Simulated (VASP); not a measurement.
# Al2Pt (Fm-3m) in VASP: a series of runs, part 2 of 2

VASP 6.6.1. The steps go on from the part before.

## 5. Single point, PBEsol (volume scaled by 0.97)

The input, INCAR:

```
  ALGO = Fast
  EDIFF = 1E-6
  ENCUT = 520
  GGA = PS
  ISIF = 2
  ISMEAR = 0
  LASPH = True
  LCHARG = False
  LREAL = False
  LWAVE = False
  NBANDS = 15
  NELM = 60
  PREC = Accurate
  SIGMA = 0.1
```

The input, KPOINTS:

```
k-points
0
Gamma
  12 12 12
```

The input, POSCAR:

```
Al2Pt
1.0
    0.0000000000      2.9184748825      2.9184748825
    2.9184748825      0.0000000000      2.9184748825
    2.9184748825      2.9184748825      0.0000000000
Al Pt
2 1
Direct
    0.2500000000      0.2500000000      0.2500000000
    0.7500000000      0.7500000000      0.7500000000
    0.0000000000      0.0000000000      0.0000000000
```

Potentials or basis: VASP PAW PBE potentials, release 64 (Al, Pt).

The run is started by

```
$ cat potpaw_PBE.64/Al/POTCAR potpaw_PBE.64/Pt/POTCAR > POTCAR
$ mpirun -np 1 vasp_std > vasp.out
```

OUTCAR:

```text
EDIFF = 1E-6
   ENCUT = 520
   GGA = PS
   ISIF = 2
   ISMEAR = 0
   LASPH = True
   LREAL = False
   NELM = 60
   PREC = Accurate

 ion  position               nearest neighbor table
   1  0.250  0.250  0.250-   3 2.53   3 2.53   3 2.53   3 2.53   2 2.92   2 2.92   2 2.92   2 2.92
                             2 2.92   2 2.92
   2  0.750  0.750  0.750-   3 2.53   3 2.53   3 2.53   3 2.53   1 2.92   1 2.92   1 2.92   1 2.92
                             1 2.92   1 2.92
   3  0.000  0.000  0.000-   2 2.53   2 2.53   2 2.53   1 2.53   2 2.53   1 2.53   1 2.53   1 2.53

  LATTYP: Found a face centered cubic cell.
 ALAT       =     5.8369497650

  Lattice vectors:

 A1 = (   0.0000000000,   2.9184748825,   2.9184748825)
 A2 = (   2.9184748825,   0.0000000000,   2.9184748825)
 A3 = (   2.9184748825,   2.9184748825,   0.0000000000)

Analysis of symmetry for initial positions (statically):
=====================================================================
 Subroutine PRICEL returns:
 Original cell was already a primitive cell.

 Routine SETGRP: Setting up the symmetry group for a
 face centered cubic supercell.
[... 178 lines left out ...]
  band No.  band energies     occupation
      1      -2.2658      2.00000
      2       2.9785      2.00000
      3       2.9785      2.00000
      4       2.9785      2.00000
      5       4.3780      2.00000
      6       4.3780      2.00000
      7      11.5145      0.00000
      8      12.0586      0.00000
      9      12.0586      0.00000
     10      12.0586      0.00000
     11      13.8789      0.00000
     12      13.8789      0.00000
     13      13.8789      0.00000
     14      14.7044      0.00000
[... 401 lines left out ...]
      2       2.0177      2.00000
      3       3.1873      2.00000
      4       3.5223      2.00000
      5       4.1610      2.00000
      6       4.4840      2.00000
      7       4.8956      2.00000
      8       7.7517      2.00000
      9       8.9006      0.00000
     10      11.8253      0.00000
     11      14.0252      0.00000
     12      14.4933      0.00000
     13      15.3356      0.00000
     14      17.3173      0.00000
     15      17.5482      0.00000

 [... further k-points ...]
[... 5 lines left out ...]
  --------------------------------------------------------------------------------------
  -------------------------------------------------------------------------------------
  Total        1.4032570      1.4032570      1.4032570      0.0000000     -0.0000000      0.0000000
  in kB       45.2220165     45.2220165     45.2220165      0.0000000     -0.0000000      0.0000000
  external PRESSURE =      45.2220165 kB  Pullay stress =       0.0000000 kB

 VOLUME and BASIS-vectors are now :
 -----------------------------------------------------------------------------
  energy-cutoff  :      520.00
  volume of cell :       49.72
      direct lattice vectors                 reciprocal lattice vectors
     0.000000000  2.918474882  2.918474882    -0.171322358  0.171322358  0.171322358
     2.918474882  0.000000000  2.918474882     0.171322358 -0.171322358  0.171322358
     2.918474882  2.918474882  0.000000000     0.171322358  0.171322358 -0.171322358

 POSITION                                       TOTAL-FORCE (eV/Angst)
 -----------------------------------------------------------------------------------
      1.45924      1.45924      1.45924         0.000000      0.000000      0.000000
      4.37771      4.37771      4.37771        -0.000000     -0.000000     -0.000000
      0.00000      0.00000      0.00000         0.000000     -0.000000     -0.000000
 -----------------------------------------------------------------------------------
    total drift:                                0.000000     -0.000000      0.000000

  FREE ENERGIE OF THE ION-ELECTRON SYSTEM (eV)
  ---------------------------------------------------
  free  energy   TOTEN  =       -17.7457389355 eV

  energy  without entropy=      -17.7399612887  energy(sigma->0) =      -17.74285011
```

OSZICAR:

```text
N       E                     dE             d eps       ncg     rms          rms(c)
DAV:   1     0.478267396734E+02    0.47827E+02   -0.67248E+03  2208   0.915E+02
DAV:   2    -0.168684260210E+02   -0.64695E+02   -0.57523E+02  2720   0.169E+02
DAV:   3    -0.184060677572E+02   -0.15376E+01   -0.15296E+01  2749   0.246E+01
DAV:   4    -0.184180865962E+02   -0.12019E-01   -0.12018E-01  2629   0.257E+00
DAV:   5    -0.184182945354E+02   -0.20794E-03   -0.20794E-03  2847   0.348E-01    0.946E+00
RMM:   6    -0.178724142283E+02    0.54588E+00   -0.18005E+00  2169   0.847E+00    0.233E+00
RMM:   7    -0.177808830768E+02    0.91531E-01   -0.10145E-01  2183   0.211E+00    0.165E+00
RMM:   8    -0.177456809331E+02    0.35202E-01   -0.32702E-02  2220   0.137E+00    0.224E-01
RMM:   9    -0.177456893769E+02   -0.84437E-05   -0.58213E-03  2406   0.540E-01    0.177E-01
RMM:  10    -0.177457643526E+02   -0.74976E-04   -0.15070E-03  2335   0.259E-01    0.573E-02
RMM:  11    -0.177457379995E+02    0.26353E-04   -0.44381E-04  2464   0.137E-01    0.257E-02
RMM:  12    -0.177457411175E+02   -0.31180E-05   -0.91014E-05  2537   0.567E-02    0.285E-02
RMM:  13    -0.177457426604E+02   -0.15429E-05   -0.17104E-05  2373   0.247E-02    0.377E-02
RMM:  14    -0.177457398330E+02    0.28274E-05   -0.47290E-06  1970   0.136E-02    0.270E-02
RMM:  15    -0.177457389355E+02    0.89745E-06   -0.17536E-06  1467   0.796E-03
   1 F= -.17745739E+02 E0= -.17742850E+02  d E =-.577765E-02
```

Wall time 33 s (1 thread of AMD EPYC 9R45 (Zen 5), shared host); peak memory 0.18 GiB.

What came out:

| Property | Result |
| --- | --- |
| Free energy | -17.7457 eV |
| Pressure | 4.5 GPa |
| Band gap on the k mesh | zero (band 8 reaches 12.06 eV, above the bottom of band 9 at 6.56 eV) |

Levels at points of the mesh, in eV from the Fermi level:
| k point | band 4 | band 5 | band 6 | band 7 | band 8 | band 9 | band 10 | band 11 | band 12 | band 13 |
| --- | --- | --- | --- | --- | --- | --- | --- | --- | --- | --- |
| (0.00, 0.00, 0.00) | -5.28 | -3.88 | -3.88 | 3.25 | 3.80 | 3.80 | 3.80 | 5.62 | 5.62 | 5.62 |
| (0.50, 0.00, 0.00) | -4.96 | -3.87 | -3.64 | -3.64 | 1.00 | 1.00 | 3.79 | 5.29 | 5.29 | 5.71 |
| (0.50, 0.50, 0.00) | -3.96 | -3.96 | -3.58 | -3.35 | -1.70 | -1.70 | 3.35 | 3.40 | 8.07 | 11.08 |

Caveat: the PAW data sets were made with another functional, which shifts forces and pressure a little; spin-orbit coupling is left out, which moves the levels of the heavy elements.

## 6. Overview

```tsv
cell	gap on the mesh (eV)	pressure (GPa)
a = 3.996 Å, angles 60.0°, 3 atoms	none	23.5
a = 4.040 Å, angles 60.0°, 3 atoms	none	16.1
a = 4.084 Å, angles 60.0°, 3 atoms	none	9.8
a = 4.127 Å, angles 60.0°, 3 atoms	none	4.5
```

Alike in all rows: task single point; level PBEsol; potentials or basis VASP PAW PBE potentials, release 64 (Al, Pt); no spin polarisation; k mesh 12 × 12 × 12; cutoff (eV) 520; smearing gaussian 0.1 eV.

Caveats: the PAW data sets were made with another functional, which shifts forces and pressure a little; spin-orbit coupling is left out, which moves the levels of the heavy elements.

Total energies depend on the potentials used, so only differences within one code and one set of settings carry meaning.
